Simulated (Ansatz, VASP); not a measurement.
One calculation of WSe2, two programs

```
W Se
1.0
     3.22284    0.00000    0.00000
    -1.61142    2.79106    0.00000
     0.00000    0.00000   12.70523
W Se
2 4
Direct
  0.33333 0.66667 0.25000
  0.66667 0.33333 0.75000
  0.33333 0.66667 0.62100
  0.66667 0.33333 0.12100
  0.33333 0.66667 0.87900
  0.66667 0.33333 0.37900
```

Change from the starting cell: volume scaled by 0.94.

Alike in both runs: task single point; functional PBEsol; k mesh 11 × 11 × 3; occupations fermi-dirac, width 0.08 eV; no spin polarisation.

|  | VASP | Ansatz |
| --- | --- | --- |
| version | VASP 6.6.1 | Ansatz 0.2.0 |
| potentials or method | VASP PAW PBE potentials, release 64 (W_sv, Se), cutoff 520 eV | all-electron LAPW, scalar-relativistic |

|  | VASP | Ansatz | Ansatz less VASP |
| --- | --- | --- | --- |
| pressure (GPa) | 9.1 | 8.6 | -0.52 |
| traceless stress, the component that is largest in VASP (GPa) | 2.02 | 1.89 | -0.128 |
| rms of the force components (eV/Å) | 0.495 | 0.461 | -0.0343 |

VASP's potentials were made for PBE, not for PBEsol. Atom by atom the forces differ by 0.034 eV/Å (rms over components). Ansatz ran all-electron here, and VASP with PAW potentials.

Neither program's run includes spin-orbit coupling.
